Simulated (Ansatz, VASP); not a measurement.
## Two plane-wave programs on Mg3O

```
CELL_PARAMETERS angstrom
4.12068 0.00000 0.00000
0.00000 4.12068 0.00000
0.00000 0.00000 4.12068
ATOMIC_POSITIONS crystal
Mg 0.00000 0.50000 0.50000
Mg 0.50000 0.00000 0.50000
Mg 0.50000 0.50000 0.00000
O 0.00000 0.00000 0.00000
```

Alike in both runs: functional PBE; k mesh 12 × 12 × 12; occupations gaussian, width 0.1 eV; no spin polarisation.

Ansatz relaxed the structure, and its values are those at the end. VASP's run is a single point on that final structure, the one shown.

|  | VASP | Ansatz |
| --- | --- | --- |
| version | VASP 6.6.1 | Ansatz 0.2.0 |
| potentials or method | VASP PAW PBE potentials, release 64 (Mg, O), cutoff 520 eV | scalar-relativistic, plane waves, PAW |
| valence electrons in the cell | 12 | 36 |

```csv
,VASP,Ansatz,Ansatz less VASP
gap on the k mesh at the Fermi level (eV),none,none,-
pressure (GPa),-0.1,0.0,+0.15
```

A gap of «none» marks a metal or a gap that the smearing closes. With one functional, cell and mesh, what is left measures potentials, basis and numerics. VASP's potentials hold 12 valence electrons a cell and Ansatz's 36, so a difference there can come from the potentials and not from the codes.
